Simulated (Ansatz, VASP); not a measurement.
**Be in VASP and in Ansatz**

Contents of POSCAR:

```
Be
1.0
    2.2853000000      0.0000000000      0.0000000000
   -1.1426500000      1.9791278553      0.0000000000
    0.0000000000      0.0000000000      3.5842000000
Be
2
Direct
    0.3333333333      0.6666666667      0.2500000000
    0.6666666667      0.3333333333      0.7500000000
```

File INCAR.step1:

```
SYSTEM = Be
PREC = Accurate
ENCUT = 600
ISMEAR = 0
SIGMA = 0.1
LREAL = .FALSE.
LASPH = .TRUE.
NELM = 100
GGA = PE
ALGO = Normal
EDIFF = 1E-4
LWAVE = .TRUE.
LCHARG = .FALSE.
```

Contents of INCAR.step2:

```
SYSTEM = Be
PREC = Accurate
ENCUT = 600
EDIFF = 1E-6
ISMEAR = 0
SIGMA = 0.1
LREAL = .FALSE.
LASPH = .TRUE.
NELM = 100
ALGO = Normal
ISIF = 3
LWAVE = .FALSE.
LCHARG = .FALSE.
METAGGA = R2SCAN
LMIXTAU = .TRUE.
IBRION = 2
NSW = 100
EDIFFG = -0.005
ISTART = 1
```

KPOINTS

```
Automatic mesh
0
G
  24 24 12
  0 0 0
```

Input for Ansatz:

```yaml
crystal:
  lattice:
    - [2.2853, 0.0, 0.0]
    - [-1.14265, 1.9791278553, 0.0]
    - [0.0, 0.0, 3.5842]
  atoms:
    - { symbol: Be, position: [0.3333333333, 0.6666666667, 0.25] }
    - { symbol: Be, position: [0.6666666667, 0.3333333333, 0.75] }
basis:
  ecutwfc: 500
kpoints:
  mp_grid: { grid: [24, 24, 12] }
hamiltonian:
  xc: r2scan
scf:
  occupations: { method: gaussian, width: 0.1 }
output:
  forces: true
  stress: true
  eigenvalues: true
relax:
  adjacent_minimum: "off"
  f_tol: 0.005
  max_steps: 80
  cell: { stress_tol: 0.05 }
```

Alike in both runs: task relaxation of cell and atoms; functional r2SCAN; k mesh 24 × 24 × 12; occupations gaussian, width 0.1 eV; no spin polarisation.

|  | VASP | Ansatz |
| --- | --- | --- |
| version | VASP 6.6.1 | Ansatz 0.2.0 |
| potentials or method | VASP PAW PBE potentials, release 64 (Be), cutoff 600 eV | scalar-relativistic, plane waves, PAW |
| valence electrons in the cell | 4 | 4 |

Ansatz gave:

```
gap on the k mesh at the Fermi level, each at its own relaxed structure (eV) : none
relaxed volume (Å³/atom)                                                     : 7.91
relaxed length of the cell vector where the two differ most in proportion (Å)              : 3.563
```

Which values does VASP return?

gap on the k mesh at the Fermi level, each at its own relaxed structure (eV): none; relaxed volume (Å³/atom): 7.92; relaxed length of the cell vector where the two differ most in proportion (Å): 3.565.

VASP's potentials were made for PBE, not for r2SCAN. A gap of «none» marks a metal or a gap that the smearing closes.
